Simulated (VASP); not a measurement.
# BaTiO3 (R3m) in VASP: single point with PBEsol

Aim: the single point of BaTiO3 with PBEsol.

Program: VASP 6.6.1. These are calculated values, not measurements. Logs are shortened: lines on timing, memory, paths and dates and some standing lists are left out, and cuts for length are marked.

## Step 1: The cell of the first run

It takes space group R3m (No. 160, trigonal). The conventional cell has a = 5.667 Å, b = 5.667 Å, c = 6.969 Å, α = 90.00°, β = 90.00°, γ = 120.00°. Ba (site symmetry 3m) has 12 O at 2.79 to 2.90 Å and 8 Ti at 3.39 to 3.58 Å within 3.7 Å. Within 2.5 Å of Ti (site symmetry 3m) lie 6 O at 1.88 to 2.14 Å. Within 2.5 Å of O (site symmetry m) lie 2 Ti at 1.88 to 2.14 Å.

## Step 2: Single point, PBEsol

POSCAR reads:

```
BaTiO3
1.0
    4.0129071000      0.0000000000      0.0000000000
    0.0107893800      4.0128970900      0.0000000000
    0.0107893800      0.0107593200      4.0128770500
Ba Ti O
1 1 3
Direct
    0.0000000000      0.0000000000      0.0000000000
    0.4864000000      0.4864000000      0.4864000000
    0.5093000000      0.5093000000      0.0181000000
    0.0181000000      0.5093000000      0.5093000000
    0.5093000000      0.0181000000      0.5093000000
```

INCAR.step1 reads:

```
SYSTEM = BaTiO3
PREC = Accurate ; ENCUT = 520
EDIFF = 1E-6 ; ISMEAR = -1
SIGMA = 0.1 ; LREAL = .False.
LASPH = .True. ; NELM = 60
ALGO = Normal ; ISIF = 2
LWAVE = .False. ; LCHARG = .True.
LMAXMIX = 4 ; GGA = PS
NBANDS = 28
```

KPOINTS.step1 reads:

```
Automatic mesh
0
Gamma
  6 6 6
  0 0 0
```

INCAR.step2 reads:

```
SYSTEM = BaTiO3
PREC = Accurate ; ENCUT = 520
EDIFF = 1E-6 ; ISMEAR = -5
SIGMA = 0.1 ; LREAL = .False.
LASPH = .True. ; NELM = 60
ALGO = Normal ; ISIF = 2
LWAVE = .False. ; LCHARG = .False.
LMAXMIX = 4 ; GGA = PS
LORBIT = 11 ; NBANDS = 28
NEDOS = 1001 ; ICHARG = 11
```

KPOINTS.step2 reads:

```
Automatic mesh
0
Gamma
  9 9 9
  0 0 0
```

Potentials or basis: VASP PAW PBE potentials, release 64 (Ba_sv, Ti_sv, O).

Launch:

```
> cat potpaw_PBE.64/Ba_sv/POTCAR potpaw_PBE.64/Ti_sv/POTCAR potpaw_PBE.64/O/POTCAR > POTCAR
> cp INCAR.step1 INCAR
> cp KPOINTS.step1 KPOINTS
> mpirun -np 1 vasp_std > vasp.out
> cp INCAR.step2 INCAR
> cp KPOINTS.step2 KPOINTS
> mpirun -np 1 vasp_std > vasp.out
```

OUTCAR:

```text
SYSTEM = BaTiO3
   PREC = Accurate
   ENCUT = 520
   EDIFF = 1E-6
   ISMEAR = -5
   LREAL = .False.
   LASPH = .True.
   NELM = 60
   ISIF = 2
   GGA = PS
   LORBIT = 11
   ICHARG = 11

 ion  position               nearest neighbor table
   1  0.000  0.000  0.000-   5 2.79   4 2.79   3 2.79   5 2.84   5 2.84   4 2.84   3 2.84   3 2.84
                             4 2.84   5 2.90   4 2.90   3 2.90   2 3.39   2 3.44   2 3.44   2 3.44
   2  0.486  0.486  0.486-   3 1.88   4 1.88   5 1.88   3 2.14   4 2.14   5 2.14   1 3.39   1 3.44
                             1 3.44   1 3.44   1 3.51   1 3.51   1 3.51   1 3.58
   3  0.509  0.509  0.018-   2 1.88   2 2.14   1 2.79   1 2.84   1 2.84   1 2.90
   4  0.018  0.509  0.509-   2 1.88   2 2.14   1 2.79   1 2.84   1 2.84   1 2.90
   5  0.509  0.018  0.509-   2 1.88   2 2.14   1 2.79   1 2.84   1 2.84   1 2.90

  LATTYP: Found a trigonal (rhomboedric) cell.
 ALAT       =     4.0129115945
 COS(alpha) =     0.0026883984

  Lattice vectors:

 A1 = (   4.0129071000,   0.0000000000,   0.0000000000)
 A2 = (   0.0107893800,   4.0128970900,   0.0000000000)
 A3 = (   0.0107893800,   0.0107593200,   4.0128770500)

Analysis of symmetry for initial positions (statically):
=====================================================================
 Subroutine PRICEL returns:
 Original cell was already a primitive cell.

 Routine SETGRP: Setting up the symmetry group for a
 trigonal (rhombohedral) supercell.

 Subroutine GETGRP returns: Found  6 space group operations
 (whereof  6 operations were pure point group operations)
 out of a pool of 12 trial point group operations.

The static configuration has the point symmetry C_3v.

Analysis of symmetry for dynamics (positions and initial velocities):
=====================================================================
 Subroutine PRICEL returns:
 Original cell was already a primitive cell.

 Routine SETGRP: Setting up the symmetry group for a
 trigonal (rhombohedral) supercell.

 Subroutine GETGRP returns: Found  6 space group operations
 (whereof  6 operations were pure point group operations)
 out of a pool of 12 trial point group operations.

The dynamic configuration has the point symmetry C_3v.

 Subroutine INISYM returns: Found  6 space group operations
 (whereof  6 operations are pure point group operations),
 and found     1 'primitive' translations

----------------------------------------------------------------------------------------

                                     Primitive cell

  volume of cell :      64.6209

  direct lattice vectors                    reciprocal lattice vectors
     4.012907100  0.000000000  0.000000000     0.249195901 -0.000670007 -0.000668214
     0.010789380  4.012897090  0.000000000     0.000000000  0.249196523 -0.000668145
     0.010789380  0.010759320  4.012877050     0.000000000  0.000000000  0.249197767

  length of vectors
     4.012907100  4.012911595  4.012905978     0.249197698  0.249197418  0.249197767

  position of ions in fractional coordinates (direct lattice)
     0.000000000  0.000000000  0.000000000
     0.486400000  0.486400000  0.486400000
     0.509300000  0.509300000  0.018100000
     0.018100000  0.509300000  0.509300000
     0.509300000  0.018100000  0.509300000

  ion indices of the primitive-cell ions
   primitive index   ion index
                 1           1
                 2           2
                 3           3
                 4           4
                 5           5

----------------------------------------------------------------------------------------

 KPOINTS: Automatic mesh

Automatic generation of k-mesh.
 Grid dimensions read from file:
 generate k-points for:    9    9    9

 Generating k-lattice:

  Cartesian coordinates                     Fractional coordinates (reciprocal lattice)
     0.027688433 -0.000074445 -0.000074246     0.111111111  0.000000000  0.000000000
     0.000000000  0.027688503 -0.000074238     0.000000000  0.111111111 -0.000000000
     0.000000000  0.000000000  0.027688641     0.000000000  0.000000000  0.111111111

  Length of vectors
     0.027688633  0.027688602  0.027688641

  Shift w.r.t. Gamma in fractional coordinates (k-lattice)
     0.000000000  0.000000000  0.000000000

 TETIRR: Found    369 inequivalent tetrahedra from     4374

 Subroutine IBZKPT returns following result:
 ===========================================

 Found     85 irreducible k-points:

 Following reciprocal coordinates:
            Coordinates               Weight
  0.000000  0.000000  0.000000      1.000000
  0.111111  0.000000 -0.000000      6.000000
  0.222222  0.000000  0.000000      6.000000
  0.333333  0.000000  0.000000      6.000000
  0.444444  0.000000  0.000000      6.000000
  0.111111  0.111111 -0.000000      6.000000
[... 16 lines left out ...]
 -0.333333  0.333333  0.000000      6.000000
  0.444444  0.444444  0.000000      6.000000
 [... further k-points ...]
   k-points           NKPTS =     85   k-points in BZ     NKDIM =     85   number of bands    NBANDS=     28
   number of dos      NEDOS =   1001   number of ions     NIONS =      5
   total plane-waves  NPLWV =  27000
   dimension x,y,z NGX =    30 NGY =   30 NGZ =   30
   dimension x,y,z NGXF=    60 NGYF=   60 NGZF=   60
   ions per type =               1   1   3
   NGX,Y,Z   is equivalent  to a cutoff of  12.43, 12.43, 12.43 a.u.
   NGXF,Y,Z  is equivalent  to a cutoff of  24.86, 24.86, 24.86 a.u.
 SYSTEM =  BaTiO3
   PREC   = accura    normal or accurate (medium, high low for compatibility)
   ISTART =      0    job   : 0-new  1-cont  2-samecut
   ICHARG =     11    charge: 1-file 2-atom 10-const
   ISPIN  =      1    spin polarized calculation?
   LNONCOLLINEAR =      F non collinear calculations
   LSORBIT =      F    spin-orbit coupling
   LASPH  =      T    aspherical Exc in radial PAW
   ENCUT  =  520.0 eV  38.22 Ry    6.18 a.u.   7.46  7.46  7.46*2*pi/ulx,y,z
   NELM   =     60;   NELMIN=  2; NELMDL=  0     # of ELM steps
   EDIFF  = 0.1E-05   stopping-criterion for ELM
   LREAL  =      F    real-space projection
   EDIFFG = 0.1E-04   stopping-criterion for IOM
   NSW    =      0    number of steps for IOM
   IBRION =     -1    ionic relax: 0-MD 1-quasi-New 2-CG
   NFREE  =      0    steps in history (QN), initial steepest desc. (CG)
   ISIF   =      2    stress and relaxation
   ISYM   =      2    0-nonsym 1-usesym 2-fastsym
   POTIM  = 0.5000    time-step for ionic-motion
   TEBEG  =    0.0;   TEEND  =   0.0 temperature during run
   PSTRESS=    0.0 pullay stress
   NELECT =      40.0000    total number of electrons
   NUPDOWN=      -1.0000    fix difference up-down
   EMIN   =  10.00;   EMAX   =-10.00  energy-range for DOS
   EFERMI =   0.00;   METHOD = LEGACY
   ISMEAR =    -5;   SIGMA  =   0.10  broadening in eV -4-tet -1-fermi 0-gaus
   EFERMI_NEDOS =   21; number of points for ismear=-14 and -15
   IALGO  =     38    algorithm
   IMIX   =      4    mixing-type and parameters
     AMIX     =   0.40;   BMIX     =  1.00
     AMIX_MAG =   1.60;   BMIX_MAG =  1.00
  volume/ion in A,a.u.               =      12.92        87.22
  Fermi-wavevector in a.u.,A,eV,Ry     =   1.395202  2.636550 26.484955  1.946589
  Thomas-Fermi vector in A             =   2.518677
   LORBIT       =     11    0 simple, 1 ext, 2 COOP (PROOUT), +10 PAW based schemes
   GGA     = PS    functional components
   LHFCALC =     F    Hartree Fock is set to
   AEXX    =    0.0000 exact exchange contribution
   IVDW    =     0    specifies the selected vdW correction
   LEPSILON=     F    determine dielectric tensor
   LRPA    =     F    only Hartree local field effects (RPA)
 non-spin polarized calculation
 Fermi weights with tetrahedron method with Bloechl corrections
  energy-cutoff  :      520.00
  volume of cell :       64.62
 maximum number of plane-waves:      1766
 NGX is ok and might be reduce to    30

 number of electron      40.0000003 magnetization

 Free energy of the ion-electron system (eV)
  ---------------------------------------------------
  ext. energy  EPLUGINS =         0.00000000
  ---------------------------------------------------
  free energy    TOTEN  =       -42.00751997 eV

  energy without entropy =      -42.00751997  energy(sigma->0) =      -42.00751997

 E-fermi :   3.5868     XC(G=0): -11.4602

 val. band max:        3.5432183968   @ k =   0.4444   0.4444   0.4444
 cond. band min:       5.8559800193   @ k =   0.0000   0.0000   0.0000
 fundamental gap:      2.3127616225
 Fermi energy:         3.5867621951

 k-point     1 :       0.0000    0.0000    0.0000
  band No.  band energies     occupation
      1     -52.5002      2.00000
      2     -28.8627      2.00000
      3     -28.8627      2.00000
      4     -28.8595      2.00000
      5     -21.1880      2.00000
      6     -13.1602      2.00000
[... 20 lines left out ...]
     27       8.5061      0.00000
     28      10.6765      0.00000

 k-point     2 :       0.1111    0.0000   -0.0000
  band No.  band energies     occupation
      1     -52.5001      2.00000
      2     -28.8682      2.00000
      3     -28.8625      2.00000
      4     -28.8600      2.00000
      5     -21.1746      2.00000
      6     -13.1658      2.00000
[... 20 lines left out ...]
     27       8.7500      0.00000
     28      10.9784      0.00000

 k-point     3 :       0.2222    0.0000    0.0000
  band No.  band energies     occupation
      1     -52.4998      2.00000
      2     -28.8837      2.00000
      3     -28.8619      2.00000
      4     -28.8596      2.00000
      5     -21.1403      2.00000
      6     -13.2118      2.00000
[... 20 lines left out ...]
     27       9.4120      0.00000
     28      11.9101      0.00000

 k-point     4 :       0.3333    0.0000    0.0000
  band No.  band energies     occupation
      1     -52.4994      2.00000
      2     -28.9015      2.00000
      3     -28.8612      2.00000
      4     -28.8589      2.00000
      5     -21.1006      2.00000
      6     -13.3034      2.00000
[... 20 lines left out ...]
     27      10.2804      0.00000
     28      11.8228      0.00000

 k-point     5 :       0.4444    0.0000    0.0000
  band No.  band energies     occupation
      1     -52.4992      2.00000
      2     -28.9130      2.00000
      3     -28.8607      2.00000
      4     -28.8585      2.00000
      5     -21.0742      2.00000
      6     -13.3755      2.00000
[... 20 lines left out ...]
     27      10.9487      0.00000
     28      11.7468      0.00000

 k-point     6 :       0.1111    0.1111   -0.0000
  band No.  band energies     occupation
      1     -52.5000      2.00000
      2     -28.8685      2.00000
      3     -28.8672      2.00000
      4     -28.8608      2.00000
      5     -21.1619      2.00000
      6     -13.1617      2.00000
[... 463 lines left out ...]
      5     -21.0174      2.00000
      6     -12.9808      2.00000
[... 20 lines left out ...]
     27      11.7404      0.00000
     28      12.8912      0.00000

 k-point    22 :      -0.4444    0.3333   -0.0000
  band No.  band energies     occupation
      1     -52.4985      2.00000
      2     -28.9104      2.00000
      3     -28.8981      2.00000
      4     -28.8581      2.00000
      5     -21.0172      2.00000
      6     -12.9817      2.00000
[... 20 lines left out ...]
     27      11.7525      0.00000
     28      12.9547      0.00000

 k-point    23 :      -0.3333    0.3333    0.0000
  band No.  band energies     occupation
      1     -52.4987      2.00000
      2     -28.9007      2.00000
      3     -28.8973      2.00000
      4     -28.8585      2.00000
      5     -21.0363      2.00000
      6     -13.0337      2.00000
[... 20 lines left out ...]
     27      11.8944      0.00000
     28      12.1954      0.00000

 k-point    24 :       0.4444    0.4444    0.0000
  band No.  band energies     occupation
      1     -52.4982      2.00000
      2     -28.9105      2.00000
      3     -28.9084      2.00000
      4     -28.8576      2.00000
      5     -21.0003      2.00000
      6     -12.8409      2.00000
[... 20 lines left out ...]
     27      11.6406      0.00000
     28      13.3074      0.00000

 [... further k-points ...]

------------------------ aborting loop because EDIFF is reached ----------------------------------------

  FORCE on cell =-STRESS in cart. coord.  units (eV):
  Direction    XX          YY          ZZ          XY          YZ          ZX
  --------------------------------------------------------------------------------------
  -------------------------------------------------------------------------------------
  Total       -0.3024001     -0.3023037     -0.3022066     -0.0180458     -0.0179490     -0.0179974
  in kB       -7.4975528     -7.4951634     -7.4927561     -0.4474178     -0.4450195     -0.4462192
  external PRESSURE =      -7.4951574 kB  Pullay stress =       0.0000000 kB

 VOLUME and BASIS-vectors are now :
 -----------------------------------------------------------------------------
  energy-cutoff  :      520.00
  volume of cell :       64.62
      direct lattice vectors                 reciprocal lattice vectors
     4.012907100  0.000000000  0.000000000     0.249195901 -0.000670007 -0.000668214
     0.010789380  4.012897090  0.000000000     0.000000000  0.249196523 -0.000668145
     0.010789380  0.010759320  4.012877050     0.000000000  0.000000000  0.249197767

 POSITION                                       TOTAL-FORCE (eV/Angst)
 -----------------------------------------------------------------------------------
      0.00000      0.00000      0.00000        -0.040632     -0.040523     -0.040414
      1.96237      1.95711      1.95186        -0.009688     -0.009662     -0.009636
      2.04946      2.04396      0.07263         0.033843      0.033752     -0.017547
      0.08362      2.04925      2.04376        -0.017366      0.033890      0.033799
      2.04946      0.07811      2.04376         0.033843     -0.017457      0.033799
 -----------------------------------------------------------------------------------
    total drift:                                0.000163      0.000241      0.000149

  FREE ENERGIE OF THE ION-ELECTRON SYSTEM (eV)
  ---------------------------------------------------
  free  energy   TOTEN  =       -42.0075199684 eV

  energy  without entropy=      -42.0075199684  energy(sigma->0) =      -42.00751997

 total charge

# of ion       s       p       d       tot
------------------------------------------
    1        2.002   5.632   0.331   7.966
    2        2.224   6.280   1.787  10.291
    3        1.561   3.449   0.000   5.009
    4        1.561   3.449   0.000   5.009
    5        1.561   3.449   0.000   5.009
--------------------------------------------------
tot          8.908  22.258   2.119  33.285
```

Run time: 3.5 min. Hardware: 1 thread of Intel Xeon 8259CL, shared host; peak memory 0.27 GiB.

Results:

```
Valence electrons inside the program's atomic spheres : Ba 7.97; Ti 10.29; O 5.01
```

Caveat: the PAW data sets were made with another functional, which shifts forces and pressure a little; spin-orbit coupling is left out, which moves the levels of the heavy elements.
